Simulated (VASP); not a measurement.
# SrW2 (P-3m1) in VASP: further runs, part 2 of 2

VASP 6.6.1. The steps go on from the part before.

### Step 4. Relaxation of cell and atoms, PBE

This run uses another cell than the first one, of 22.99 Å³/atom.

Contents of INCAR:

```
SYSTEM = SrW2
ALGO = Normal ; EDIFF = 1E-6
EDIFFG = -0.04 ; ENCUT = 600
GGA = PE ; IBRION = 2
ISIF = 3 ; ISMEAR = 0
LASPH = .TRUE. ; LCHARG = .FALSE.
LREAL = .FALSE. ; LWAVE = .FALSE.
NELM = 60 ; NSW = 90
PREC = Accurate ; SIGMA = 0.1
```

Contents of KPOINTS:

```
k-points
0
G
  6 6 6
  0 0 0
```

Contents of POSCAR:

```
SrW2
1.0
    5.0136396600      0.0000000000      0.0000000000
   -2.5068198300      4.3419393100      0.0000000000
    0.0000000000      0.0000000000      3.1676792100
Sr W
1 2
Direct
    0.0000000000      0.0000000000      0.0000000000
    0.6666666700      0.3333333300      0.9558399900
    0.3333333300      0.6666666700      0.0441600100
```

On the command line:

```bash
> cat potpaw_PBE.64/Sr_sv/POTCAR potpaw_PBE.64/W_sv/POTCAR > POTCAR
> mpirun -np 1 vasp_std > vasp.out
```

Run time: 15 min. Hardware: 1 thread of Oxide Virtual Turin-like, shared host; peak memory 0.23 GiB.

It converged, with:

- Free energy: -23.6306 eV
- Relaxed volume: 19.91 Å³/atom
- Relaxed cell: a = 4.955 Å, b = 4.955 Å, c = 2.809 Å, α = 90.00°, β = 90.00°, γ = 120.00°
- Space group after relaxing (to 0.1 Å): P-3m1 (No. 164)
- Energy gained by relaxing: 694.5 meV/atom
- Ionic steps: 22
- Pressure after relaxing: 0.2 GPa
- Largest force after relaxing: 0.019 eV/Å
- Band gap on the k mesh: zero (bands 19 and 20 overlap by 1.62 eV)

Forces in eV/Å, atoms in the order of the input:
```
Sr   0.000  0.000  0.000
W    0.000  0.000 -0.019
W    0.000  0.000  0.019
```

Step by step:
```
step  energy change (eV)  largest force (eV/Å)  pressure (GPa)  volume (Å³)
   1              0.0000                0.9216           -5.52        68.96
   2             -0.9887                0.6598            3.60        60.69
   3             -0.9921                0.6692            2.72        61.02
   4             -1.0386                0.6900           -2.19        63.68
   5             -1.0386                0.6884           -2.11        63.61
   6             -1.0944                0.8054           -2.41        63.63
   7             -1.2570                0.5656           -3.37        63.67
   8             -1.3840                0.3354           -4.97        63.76
   9             -1.7960                0.1626           -5.34        63.93
  10             -1.6458                0.7928           -6.05        63.85
  11             -1.8020                0.2136           -5.82        63.91
  12             -1.8687                0.0836           -4.15        62.90
  13             -1.8972                0.4251           -2.12        61.87
  14             -1.9354                0.3730           -1.95        61.59
  15             -2.0254                0.1681           -1.22        60.73
  16             -2.0621                0.3898            1.38        58.92
  17             -2.0741                0.1524            0.29        59.58
  18             -2.0742                0.1772            0.39        59.50
  19             -2.0770                0.1585            0.00        59.69
  20             -2.0804                0.1112           -0.95        60.20
  21             -2.0826                0.0718           -0.46        60.00
  22             -2.0836                0.0189            0.19        59.73
```

Final structure:
```cif
data_structure
_symmetry_space_group_name_H-M 'P 1'
_symmetry_Int_Tables_number 1
_cell_length_a 4.9550
_cell_length_b 4.9550
_cell_length_c 2.8092
_cell_angle_alpha 90.000
_cell_angle_beta 90.000
_cell_angle_gamma 120.000
_cell_volume 59.73
loop_
_atom_site_label
_atom_site_type_symbol
_atom_site_fract_x
_atom_site_fract_y
_atom_site_fract_z
_atom_site_occupancy
Sr1 Sr 0.00000 0.00000 0.00000 1
W1 W 0.66667 0.33333 0.62849 1
W2 W 0.33333 0.66667 0.37151 1
```

Levels at points of the mesh, in eV from the Fermi level:
```csv
k point,band 17,band 18,band 19,band 20,band 21,band 22
"(0.00, 0.00, 0.00)",-1.44,-0.70,-0.70,1.28,1.28,2.14
"(0.50, 0.00, 0.00)",-1.79,-1.75,-0.16,1.52,2.01,2.37
"(0.00, 0.00, 0.50)",-1.60,-1.18,-1.18,-1.17,1.81,1.81
"(0.50, 0.00, 0.50)",-1.71,-1.25,-1.08,1.13,1.94,2.16
```

Caveat: spin-orbit coupling is left out, which moves the levels of the heavy elements.

### Step 5. Single point, PBE

This run uses another cell than the first one, of 20.00 Å³/atom.

Contents of INCAR:

```
ALGO = Fast ; EDIFF = 1E-6
ENCUT = 520 ; GGA = PE
ISIF = 2 ; ISMEAR = 0
LASPH = T ; LCHARG = F
LREAL = F ; LWAVE = F
NBANDS = 26 ; NELM = 80
PREC = Accurate ; SIGMA = 0.1
```

Contents of KPOINTS:

```
k-points
0
Gamma
  12 12 16
```

Contents of POSCAR:

```
SrW2
1.0
    4.9335242520      0.0000000000      0.0000000000
   -2.4667621260      4.2725573324      0.0000000000
    0.0000000000      0.0000000000      2.8466096474
Sr W
1 2
Direct
    0.0000000000      0.0000000000      0.0000000000
    0.6666666667      0.3333333333      0.6213152645
    0.3333333333      0.6666666667      0.3786847355
```

On the command line:

```bash
> cat potpaw_PBE.64/Sr_sv/POTCAR potpaw_PBE.64/W_sv/POTCAR > POTCAR
> mpirun -np 1 vasp_std > vasp.out
```

Run time: 20 min. Hardware: 1 thread of Oxide Virtual Turin-like, shared host; peak memory 0.44 GiB.

Results (log left out):

```yaml
Free_energy: -23.5952 eV
Pressure: 0.5 GPa
Largest_force: 0.008 eV/Å
Band_gap_on_the_k_mesh: zero (bands 19 and 20 overlap by 1.70 eV)
```

Forces on the atoms (eV/Å):
```
Sr   0.000  0.000  0.000
W    0.000  0.000 -0.008
W    0.000  0.000  0.008
```

Stress tensor (GPa, compression positive):
```
0.47 0.00 0.00
0.00 0.47 0.00
0.00 0.00 0.55
```

Levels at points of the mesh, in eV from the Fermi level:
```
           k point  band 16  band 17  band 18  band 19  band 20  band 21  band 22  band 23
(0.00, 0.00, 0.00)    -1.36    -1.36    -0.66    -0.66     1.30     1.30     2.26     2.45
(0.50, 0.00, 0.00)    -1.82    -1.72    -1.70    -0.04     1.60     2.07     2.09     2.38
(0.00, 0.00, 0.50)    -1.45    -1.45    -1.20    -1.20    -1.17     1.84     1.84     5.07
(0.50, 0.00, 0.50)    -2.08    -1.59    -1.19    -1.14     1.25     2.01     2.08     2.82
```

Caveat: spin-orbit coupling is left out, which moves the levels of the heavy elements.

### Step 6. The runs side by side

```csv
task,cell,k mesh,cutoff (eV),gap on the mesh (eV),pressure (GPa),largest force (eV/Å)
single point,"a = 4.949, b = 4.949, c = 2.807 Å, angles 90.0, 90.0, 120.0°, 3 atoms, atomic positions A",6 × 6 × 6,520,none,0.6,-
single point,"a = 5.014, b = 5.014, c = 3.168 Å, angles 90.0, 90.0, 120.0°, 3 atoms, atomic positions B",6 × 6 × 6,520,none,-5.5,0.92
relaxation of cell and atoms,"relaxed from a = 5.014, b = 5.014, c = 3.168 Å, angles 90.0, 90.0, 120.0°, 3 atoms, atomic positions B",6 × 6 × 6,600,none,0.2,0.02
single point,"a = 4.934, b = 4.934, c = 2.847 Å, angles 90.0, 90.0, 120.0°, 3 atoms, atomic positions C",12 × 12 × 16,520,none,0.5,0.01
```

Alike in all rows: level PBE; potentials or basis VASP PAW PBE potentials, release 64 (Sr_sv, W_sv); no spin polarisation; smearing gaussian 0.1 eV.

Caveats: some runs use coarse meshes; spin-orbit coupling is left out, which moves the levels of the heavy elements; the stress differs along the axes, from -22 to 3 GPa (at least some runs).

Total energies depend on the potentials used, so only differences within one code and one set of settings carry meaning.
